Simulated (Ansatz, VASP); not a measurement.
## Two plane-wave programs on Ag

The input INCAR:

```
SYSTEM = Ag
PREC     = Accurate       ! precision mode
ENCUT    = 520            ! plane-wave cutoff, eV
EDIFF    = 1E-7           ! SCF threshold, eV
ISMEAR   = 0              ! smearing method
SIGMA    = 0.15           ! smearing width, eV
LREAL    = .False.        ! projectors in reciprocal space
LASPH    = .True.         ! aspherical terms in the spheres
NELM     = 80             ! most SCF steps
ALGO     = Normal         ! electronic algorithm
ISIF     = 2              ! what is computed and relaxed
LWAVE    = .False.        ! write WAVECAR
LCHARG   = .False.        ! write CHGCAR
GGA      = PS             ! functional
NBANDS   = 12             ! bands
```

KPOINTS

```
Automatic mesh
0
Gamma
  20 20 20
  0 0 0
```

POSCAR

```
Ag
1.0
   -1.5894278400      1.5894278400      1.6556540000
    1.5894278400     -1.5894278400      1.6556540000
    1.5894278400      1.5894278400     -1.6556540000
Ag
1
Direct
    0.0000000000      0.0000000000      0.0000000000
```

Input for Ansatz:

```yaml
crystal:
  lattice:
    - [-1.58942784, 1.58942784, 1.655654]
    - [1.58942784, -1.58942784, 1.655654]
    - [1.58942784, 1.58942784, -1.655654]
  atoms:
    - { symbol: Ag, position: [0.0, 0.0, 0.0] }
basis:
  ecutwfc: 420
kpoints:
  mp_grid: { grid: [20, 20, 20] }
hamiltonian:
  xc: pbesol
scf:
  occupations: { method: gaussian, width: 0.15 }
output:
  forces: true
  stress: true
  eigenvalues: true
```

Change from the starting cell: strain -0.040 along x and y, +0.000 along z, atoms carried along.

Alike in both runs: task single point; functional PBEsol; k mesh 20 × 20 × 20; occupations gaussian, width 0.15 eV; no spin polarisation.

|  | VASP | Ansatz |
| --- | --- | --- |
| version | VASP 6.6.1 | Ansatz 0.2.0 |
| potentials or method | VASP PAW PBE potentials, release 64 (Ag), cutoff 520 eV | scalar-relativistic, plane waves, PAW |
| valence electrons in the cell | 11 | 19 |

|  | VASP | Ansatz | Ansatz less VASP |
| --- | --- | --- | --- |
| gap on the k mesh at the Fermi level (eV) | none | none | - |
| pressure (GPa) | 0.1 | 0.3 | +0.22 |
| traceless stress, the component that is largest in VASP (GPa) | 0.57 | 0.57 | -0.002 |

VASP's potentials were made for PBE, not for PBEsol. A gap of «none» marks a metal or a gap that the smearing closes. VASP's potentials hold 11 valence electrons a cell and Ansatz's 19, so a difference there can come from the potentials and not from the codes.
